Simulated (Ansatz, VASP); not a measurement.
Two plane-wave programs on NaH

The input INCAR:

```
SYSTEM = NaH
PREC = Accurate
ENCUT = 500
EDIFF = 1E-6
ISMEAR = 0
SIGMA = 0.01
LREAL = .FALSE.
LASPH = .TRUE.
NELM = 120
ALGO = Normal
ISIF = 2
LWAVE = .FALSE.
LCHARG = .FALSE.
GGA = PS
NBANDS = 11
GGA_COMPAT = .FALSE.
```

The input KPOINTS:

```
Automatic mesh
0
G
  6 6 6
  0 0 0
```

Contents of POSCAR:

```
NaH
1.0
    0.0000000000      2.3975116422      2.3975116422
    2.3975116422      0.0000000000      2.3975116422
    2.3975116422      2.3975116422      0.0000000000
Na H
1 1
Direct
    0.0000000000      0.0000000000      0.0000000000
    0.5000000000      0.5000000000      0.5000000000
```

Input for Ansatz:

```yaml
crystal:
  lattice:
    - [0.0, 2.3975116422, 2.3975116422]
    - [2.3975116422, 0.0, 2.3975116422]
    - [2.3975116422, 2.3975116422, 0.0]
  atoms:
    - { symbol: Na, position: [0.0, 0.0, 0.0] }
    - { symbol: H, position: [0.5, 0.5, 0.5] }
kpoints:
  mp_grid: { grid: [6, 6, 6] }
hamiltonian:
  xc: pbesol
scf:
  occupations: { method: fixed }
  n_extra_bands: 4
  convergence: { dr2_threshold: 1.0e-12 }
  max_iter: 87
output:
  forces: true
  stress: true
  eigenvalues: true
```

Alike in both runs: task single point; functional PBEsol; k mesh 6 × 6 × 6; no spin polarisation.

|  | VASP | Ansatz |
| --- | --- | --- |
| version | VASP 6.6.1 | Ansatz 0.2.0 |
| potentials or method | VASP PAW PBE potentials, release 64 (Na_pv, H) | plane waves |
| plane-wave cutoff (eV) | 500 | 420 |
| occupations | gaussian, width 0.01 eV | fixed |
| valence electrons in the cell | 8 | 10 |

```csv
,VASP,Ansatz,Ansatz less VASP
gap on the k mesh at the Fermi level (eV),3.65,3.65,+0.002
pressure (GPa),-0.1,0.0,+0.06
```

VASP's potentials were made for PBE, not for PBEsol. VASP's potentials hold 8 valence electrons a cell and Ansatz's 10, so a difference there can come from the potentials and not from the codes.
